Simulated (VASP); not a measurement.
**BP: vibrations by perturbation theory with LDA**

BP:

```
CELL_PARAMETERS angstrom
0.00000 2.16923 2.16923
2.16923 0.00000 2.16923
2.16923 2.16923 0.00000
ATOMIC_POSITIONS crystal
B 0.00000 0.00000 0.00000
P 0.75000 0.75000 0.75000
```

* Program: VASP 6.6.1
* Task: vibrations by perturbation theory
* Functional: LDA
* Potentials or basis: VASP PAW LDA potentials, release 64 (B, P)
* Cutoff: 520 eV
* k mesh: 12 × 12 × 12
* Occupations: gaussian, width 0.01 eV
* Spin: no spin polarisation
* Dipole correction: no
* Further INCAR settings: ALGO = Normal; EDIFF = 1e-08; IBRION = 8; NSW = 1

* Electronic dielectric tensor (diagonal): 9.21
* Born charges (mean of the diagonal): B -0.96; P +0.96 e
* Highest phonon frequency at Γ, LO-TO splitting left out: 908 cm⁻¹

Phonon frequencies in cm⁻¹ (negative: imaginary):
```
              q point        frequencies
(0.000, 0.000, 0.000)  0 0 0 908 908 908
```

Electronic dielectric tensor:
```
9.21 0.00 0.00
0.00 9.21 0.00
0.00 0.00 9.21
```

Born effective charge tensors (e):
atom 1, B
```
-0.96  0.00  0.00
 0.00 -0.96  0.00
 0.00  0.00 -0.96
```
atom 2, P
```
0.96 0.00 0.00
0.00 0.96 0.00
0.00 0.00 0.96
```

Run time: 2.7 min on 1 thread of Intel Xeon 6975P-C (shared host), peak memory 0.23 GiB.

Caveat: the cell wasn't relaxed at this level first, which shifts response properties.
